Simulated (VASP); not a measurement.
Crystal: Ca2SiN2.

```xyz
5
Lattice="4.1882 0.0000 0.0000 -2.0941 3.6271 0.0000 0.0000 0.0000 5.3840" Properties=species:S:1:pos:R:3 pbc="T T T"
Ca    0.0000    2.4180    0.0000
Ca    2.0941    1.2090    0.0000
Si    0.0000    0.0000    0.0000
N     0.0000    0.0000    3.4937
N     0.0000    0.0000    1.8903
```

The cell was built from a structure type or drawn by symmetry, and may not be a known phase.

| Property | Result |
| --- | --- |
| Program | VASP 6.6.1 |
| Task | relaxation of cell and atoms |
| Functional | PBE |
| Potentials or basis | VASP PAW PBE potentials, release 64 (Ca_sv, Si, N) |
| Cutoff | 600 eV |
| k mesh | 6 × 6 × 4 |
| Occupations | gaussian, width 0.1 eV |
| Spin | no spin polarisation |

At the start: pressure 26.0 GPa; volume 16.36 Å³/atom.

Problem. Where does the relaxation end?

Solution. Over 14 steps the energy falls by 1430.2 meV/atom and the volume is 25.66 Å³/atom (+56.9 %); space group P6/mmm (No. 191, to 0.1 Å) before and after.

Step by step:
| step | energy change (eV) | largest force (eV/Å) | pressure (GPa) | volume (Å³) |
| --- | --- | --- | --- | --- |
| 1 | 0.0000 | 2.8916 | 26.00 | 81.79 |
| 2 | -6.4592 | 5.9317 | 10.20 | 111.93 |
| 3 | -6.6971 | 1.0253 | 7.62 | 106.66 |
| 4 | -6.7252 | 0.9986 | 8.13 | 108.54 |
| 5 | -6.5134 | 5.5615 | -4.56 | 129.33 |
| 6 | -6.9283 | 3.0562 | 1.65 | 116.20 |
| 7 | -7.1365 | 0.7122 | -0.16 | 130.42 |
| 8 | -7.1445 | 0.0098 | -0.12 | 127.89 |
| 9 | -7.1444 | 0.0552 | -0.13 | 128.13 |
| 10 | -7.1483 | 0.2857 | -0.44 | 128.52 |
| 11 | -7.1484 | 0.3525 | -0.51 | 128.60 |
| 12 | -7.1505 | 0.0432 | -0.26 | 128.48 |
| 13 | -7.1506 | 0.0647 | -0.18 | 128.45 |
| 14 | -7.1508 | 0.0308 | -0.18 | 128.32 |

Final structure:
```
Ca Si N
1.0
     5.38465    0.00000    0.00000
    -2.69233    4.66325    0.00000
     0.00000    0.00000    5.11046
Ca Si N
2 1 2
Cartesian
  0.0000 3.1088 0.0000
  2.6923 1.5544 0.0000
  0.0000 0.0000 0.0000
  0.0000 0.0000 3.1528
  0.0000 0.0000 1.9576
```

Caveat: the volume moved by over 15 % at a fixed basis, so the end points are rough.
